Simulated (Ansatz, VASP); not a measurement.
**One calculation of Ba, two programs**

The input INCAR:

```
SYSTEM = Ba
  PREC = Accurate
  ENCUT = 520
  EDIFF = 1E-6
  ISMEAR = -1
  SIGMA = 0.1
  LREAL = .False.
  LASPH = .True.
  NELM = 100
  ALGO = Normal
  ISIF = 2
  LWAVE = .False.
  LCHARG = .True.
  GGA = RP
  LELF = .True.
  LVHAR = .True.
  NBANDS = 28
```

KPOINTS

```
Automatic mesh
0
Gamma
  9 9 3
  0 0 0
```

Contents of POSCAR:

```
Ba
1.0
    4.5472717373      0.0000000000      0.0000000000
   -2.2736358687      3.9380528424      0.0000000000
    0.0000000000      0.0000000000     14.8600151391
Ba
4
Direct
    0.0000000000      1.0000000000      1.0000000000
    0.0000000000      1.0000000000      0.5000000000
    0.3333333333      0.6666666667      0.2500000000
    0.6666666667      0.3333333333      0.7500000000
```

Input for Ansatz:

```yaml
crystal:
  lattice:
    - [4.5472717373, 0.0, 0.0]
    - [-2.2736358687, 3.9380528424, 0.0]
    - [0.0, 0.0, 14.8600151391]
  atoms:
    - { symbol: Ba, position: [0.0, 1.0, 1.0] }
    - { symbol: Ba, position: [0.0, 1.0, 0.5] }
    - { symbol: Ba, position: [0.3333333333, 0.6666666667, 0.25] }
    - { symbol: Ba, position: [0.6666666667, 0.3333333333, 0.75] }
hamiltonian:
  xc: rpbe
  pseudopotentials:
    kind: paw
    azcp:
      Ba: "pseudopotentials/Ba.paw.azcp"
basis:
  ecutwfc: 420
  fft_grid_basis: typed
kpoints:
  mp_grid: { grid: [9, 9, 3], shift: [0, 0, 0] }
magnetization:
  spin_polarized: false
scf:
  occupations: { method: fermi_dirac, width: 0.1 }
  lower_state_search: "off"
output:
  stress: true
  write_density: true
  write_potential: true
  elf: true
  volumetric_format: npy
```

Alike in both runs: task single point; functional RPBE; k mesh 9 × 9 × 3; occupations fermi-dirac, width 0.1 eV; no spin polarisation.

|  | VASP | Ansatz |
| --- | --- | --- |
| version | VASP 6.6.1 | Ansatz 0.2.0 |
| potentials or method | VASP PAW PBE potentials, release 64 (Ba_sv), cutoff 520 eV | plane waves (420 eV) with PAW, scalar-relativistic |
| valence electrons in the cell | 40 | 40 |

```csv
,VASP,Ansatz,Ansatz less VASP
pressure (GPa),0.4,0.4,-0.04
```

VASP's potentials were made for PBE, not for RPBE.

Neither program's run includes spin-orbit coupling.
